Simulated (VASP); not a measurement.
Crystal: RbBr.

```
Rb Br
1.0
     0.00000    3.89286    3.89286
     3.89286    0.00000    3.89286
     3.89286    3.89286    0.00000
Rb Br
1 1
Cartesian
  0.0000 0.0000 0.0000
  1.9464 1.9464 1.9464
```

| Quantity | Value |
| --- | --- |
| Program | VASP 6.6.1 |
| Task | relaxation of cell and atoms |
| Functional | PBEsol |
| Potentials or basis | VASP PAW PBE potentials, release 64 (Rb_sv, Br) |
| Cutoff | 600 eV |
| k mesh | 6 × 6 × 6 |
| Occupations | fermi-dirac, width 0.02 eV |
| Spin | no spin polarisation |

At the start: pressure -0.4 GPa; volume 58.99 Å³/atom.

**Question.** Where does the relaxation end?

**Answer.** Over 3 steps the energy falls by 4.2 meV/atom and the volume is 56.04 Å³/atom (-5.0 %); space group F-43m (No. 216, to 0.05 Å).

The path:
```
step  energy change (eV)  largest force (eV/Å)  pressure (GPa)  volume (Å³)
   1              0.0000                0.0000           -0.42       117.99
   2             -0.0055                0.0000           -0.25       115.38
   3             -0.0084                0.0000           -0.01       112.07
```

Final structure:
```
Rb Br
1.0
     0.00000    3.82669    3.82669
     3.82669    0.00000    3.82669
     3.82669    3.82669    0.00000
Rb Br
1 1
Direct
  0.00000 0.00000 0.00000
  0.25000 0.25000 0.25000
```

Caveat: the PAW data sets were made with another functional, which shifts forces and pressure a little.
